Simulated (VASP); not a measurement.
# Li2S (Fm-3m) in VASP: single point with PBE

Aim: the single point of Li2S with PBE.

All numbers are computed with VASP 6.6.1; they aren't measurements. Logs are shortened: lines on timing, memory, paths and dates and some standing lists are left out, and cuts for length are marked.

## 1. The cell of the first run

It takes space group Fm-3m (No. 225, cubic). Conventional cell: a = 5.706 Å, b = 5.706 Å, c = 5.706 Å, α = 90.00°, β = 90.00°, γ = 90.00°. Within 3.3 Å of Li (site symmetry -43m) lie 4 S at 2.47 Å and 6 Li at 2.85 Å. Within 3.3 Å of S (site symmetry m-3m) lie 8 Li at 2.47 Å.

## 2. Single point, PBE

File INCAR:

```
SYSTEM = Li2S
ALGO = Normal ; EDIFF = 1E-6
ENCUT = 750 ; GGA = PE
GGA_COMPAT = .False. ; ISIF = 2
ISMEAR = 0 ; LASPH = .True.
LCHARG = .False. ; LREAL = .False.
LWAVE = .False. ; NBANDS = 13
NELM = 120 ; PREC = Accurate
SIGMA = 0.02
```

File KPOINTS:

```
k-points
0
Gamma
  8 8 8
  0 0 0
```

File POSCAR:

```
Li2S
1.0
    0.0000000000      2.8528159664      2.8528159664
    2.8528159664      0.0000000000      2.8528159664
    2.8528159664      2.8528159664      0.0000000000
Li S
2 1
Direct
    0.2500000000      0.2500000000      0.2500000000
    0.7500000000      0.7500000000      0.7500000000
    0.0000000000      0.0000000000      0.0000000000
```

Potentials or basis: VASP PAW PBE potentials, release 64 (Li_sv, S).

The run is started by

```sh
cat potpaw_PBE.64/Li_sv/POTCAR potpaw_PBE.64/S/POTCAR > POTCAR
mpirun -np 1 vasp_std > vasp.out
```

OUTCAR:

```text
SYSTEM = Li2S
   EDIFF = 1E-6
   ENCUT = 750
   GGA = PE
   ISIF = 2
   ISMEAR = 0
   LASPH = .True.
   LREAL = .False.
   NELM = 120
   PREC = Accurate

 ion  position               nearest neighbor table
   1  0.250  0.250  0.250-   3 2.47   3 2.47   3 2.47   3 2.47
   2  0.750  0.750  0.750-   3 2.47   3 2.47   3 2.47   3 2.47
   3  0.000  0.000  0.000-   2 2.47   2 2.47   2 2.47   1 2.47   2 2.47   1 2.47   1 2.47   1 2.47

  LATTYP: Found a face centered cubic cell.
 ALAT       =     5.7056319328

  Lattice vectors:

 A1 = (   0.0000000000,   2.8528159664,   2.8528159664)
 A2 = (   2.8528159664,   0.0000000000,   2.8528159664)
 A3 = (   2.8528159664,   2.8528159664,   0.0000000000)

Analysis of symmetry for initial positions (statically):
=====================================================================
 Subroutine PRICEL returns:
 Original cell was already a primitive cell.

 Routine SETGRP: Setting up the symmetry group for a
 face centered cubic supercell.

 Subroutine GETGRP returns: Found 48 space group operations
 (whereof 48 operations were pure point group operations)
 out of a pool of 48 trial point group operations.

The static configuration has the point symmetry O_h .

Analysis of symmetry for dynamics (positions and initial velocities):
=====================================================================
 Subroutine PRICEL returns:
 Original cell was already a primitive cell.

 Routine SETGRP: Setting up the symmetry group for a
 face centered cubic supercell.

 Subroutine GETGRP returns: Found 48 space group operations
 (whereof 48 operations were pure point group operations)
 out of a pool of 48 trial point group operations.

The dynamic configuration has the point symmetry O_h .

 Subroutine INISYM returns: Found 48 space group operations
 (whereof 48 operations are pure point group operations),
 and found     1 'primitive' translations

----------------------------------------------------------------------------------------

                                     Primitive cell

  volume of cell :      46.4356

  direct lattice vectors                    reciprocal lattice vectors
     0.000000000  2.852815966  2.852815966    -0.175265424  0.175265424  0.175265424
     2.852815966  0.000000000  2.852815966     0.175265424 -0.175265424  0.175265424
     2.852815966  2.852815966  0.000000000     0.175265424  0.175265424 -0.175265424

  length of vectors
     4.034491031  4.034491031  4.034491031     0.303568619  0.303568619  0.303568619

  position of ions in fractional coordinates (direct lattice)
     0.250000000  0.250000000  0.250000000
     0.750000000  0.750000000  0.750000000
     0.000000000  0.000000000  0.000000000

[... 93 lines left out ...]
   EFERMI_NEDOS =   21; number of points for ismear=-14 and -15
   IALGO  =     38    algorithm
   IMIX   =      4    mixing-type and parameters
     AMIX     =   0.40;   BMIX     =  1.00
     AMIX_MAG =   1.60;   BMIX_MAG =  1.00
  volume/ion in A,a.u.               =      15.48       104.45
  Fermi-wavevector in a.u.,A,eV,Ry     =   1.042761  1.970533 14.794305  1.087351
  Thomas-Fermi vector in A             =   2.177441
   LORBIT       =      0    0 simple, 1 ext, 2 COOP (PROOUT), +10 PAW based schemes
   GGA     = PE    functional components
   LHFCALC =     F    Hartree Fock is set to
   AEXX    =    0.0000 exact exchange contribution
   IVDW    =     0    specifies the selected vdW correction
   LEPSILON=     F    determine dielectric tensor
   LRPA    =     F    only Hartree local field effects (RPA)
 non-spin polarized calculation
 Gauss-broadening in eV      SIGMA  =   0.02
  energy-cutoff  :      750.00
  volume of cell :       46.44
 maximum number of plane-waves:      2200
   NGX = 17   NGY = 17   NGZ = 17

 number of electron      11.9999999 magnetization

 Free energy of the ion-electron system (eV)
  ---------------------------------------------------
  ext. energy  EPLUGINS =         0.00000000
  ---------------------------------------------------
  free energy    TOTEN  =       -11.99505717 eV

  energy without entropy =      -11.99505717  energy(sigma->0) =      -11.99505717

 E-fermi :   1.5930     XC(G=0):  -8.4926

 val. band max:        1.4381003489   @ k =   0.0000   0.0000   0.0000
 cond. band min:       4.8308255694   @ k =   0.5000   0.5000   0.0000
 fundamental gap:      3.3927252205
 Fermi energy:         1.5929869271

 k-point     1 :       0.0000    0.0000    0.0000
  band No.  band energies     occupation
      1     -42.7406      2.00000
      2     -42.6987      2.00000
      3      -9.5760      2.00000
      4       1.4381      2.00000
      5       1.4381      2.00000
      6       1.4381      2.00000
      7       5.6874      0.00000
      8       7.6666      0.00000
      9       7.6666      0.00000
     10       7.6666      0.00000
     11      12.6075      0.00000
     12      12.6075      0.00000
     13      13.8457      0.00000
[... 354 lines left out ...]
  band No.  band energies     occupation
      1     -42.7188      2.00000
      2     -42.7187      2.00000
      3      -9.0792      2.00000
      4      -1.1257      2.00000
      5       0.2010      2.00000
      6       0.5403      2.00000
      7       7.2970      0.00000
      8       8.0688      0.00000
      9       9.7789      0.00000
     10      10.4153      0.00000
     11      11.7616      0.00000
     12      13.0780      0.00000
     13      14.8029      0.00000

 [... further k-points ...]

------------------------ aborting loop because EDIFF is reached ----------------------------------------

  FORCE on cell =-STRESS in cart. coord.  units (eV):
  Direction    XX          YY          ZZ          XY          YZ          ZX
  --------------------------------------------------------------------------------------
  -------------------------------------------------------------------------------------
  Total       -0.0367239     -0.0367239     -0.0367239      0.0000000     -0.0000000     -0.0000000
  in kB       -1.2670903     -1.2670903     -1.2670903      0.0000000     -0.0000000     -0.0000000
  external PRESSURE =      -1.2670903 kB  Pullay stress =       0.0000000 kB

 VOLUME and BASIS-vectors are now :
 -----------------------------------------------------------------------------
  energy-cutoff  :      750.00
  volume of cell :       46.44
      direct lattice vectors                 reciprocal lattice vectors
     0.000000000  2.852815966  2.852815966    -0.175265424  0.175265424  0.175265424
     2.852815966  0.000000000  2.852815966     0.175265424 -0.175265424  0.175265424
     2.852815966  2.852815966  0.000000000     0.175265424  0.175265424 -0.175265424

 POSITION                                       TOTAL-FORCE (eV/Angst)
 -----------------------------------------------------------------------------------
      1.42641      1.42641      1.42641        -0.000000     -0.000000     -0.000000
      4.27922      4.27922      4.27922         0.000000      0.000000      0.000000
      0.00000      0.00000      0.00000         0.000000     -0.000000     -0.000000
 -----------------------------------------------------------------------------------
    total drift:                                0.000000      0.000000      0.000000

  FREE ENERGIE OF THE ION-ELECTRON SYSTEM (eV)
  ---------------------------------------------------
  free  energy   TOTEN  =       -11.9950571687 eV

  energy  without entropy=      -11.9950571687  energy(sigma->0) =      -11.99505717
```

OSZICAR:

```text
N       E                     dE             d eps       ncg     rms          rms(c)
DAV:   1     0.544917372949E+02    0.54492E+02   -0.63489E+03   754   0.114E+03
DAV:   2    -0.412641089866E+01   -0.58618E+02   -0.55365E+02   902   0.230E+02
DAV:   3    -0.121153428425E+02   -0.79889E+01   -0.79324E+01  1462   0.526E+01
DAV:   4    -0.122923790921E+02   -0.17704E+00   -0.17698E+00  1008   0.113E+01
DAV:   5    -0.122983703301E+02   -0.59912E-02   -0.59910E-02  1255   0.151E+00    0.386E+00
DAV:   6    -0.119996814535E+02    0.29869E+00   -0.50777E-01   938   0.284E+00    0.289E+00
DAV:   7    -0.119841522525E+02    0.15529E-01   -0.13629E-01  1034   0.166E+00    0.179E+00
DAV:   8    -0.119954420074E+02   -0.11290E-01   -0.29392E-02   987   0.943E-01    0.760E-01
DAV:   9    -0.119949103963E+02    0.53161E-03   -0.94133E-04  1041   0.185E-01    0.487E-01
DAV:  10    -0.119950866031E+02   -0.17621E-03   -0.16659E-03   834   0.201E-01    0.293E-01
DAV:  11    -0.119950554161E+02    0.31187E-04   -0.10620E-04  1063   0.684E-02    0.108E-01
DAV:  12    -0.119950569989E+02   -0.15828E-05   -0.27776E-06   974   0.131E-02    0.819E-02
DAV:  13    -0.119950571258E+02   -0.12696E-06   -0.13103E-05   947   0.178E-02    0.341E-03
DAV:  14    -0.119950571687E+02   -0.42863E-07   -0.60308E-07   670   0.655E-03
   1 F= -.11995057E+02 E0= -.11995057E+02  d E =-.593818E-30
```

It took 39 s on 1 thread of AMD EPYC 9R14 (Zen 4), shared host; peak memory 0.17 GiB.

What came out:

- Free energy: -11.9951 eV
- Pressure: -0.1 GPa
- Band gap on the k mesh: 3.39 eV (least direct gap 4.25 eV)

A k mesh can miss the band edges.
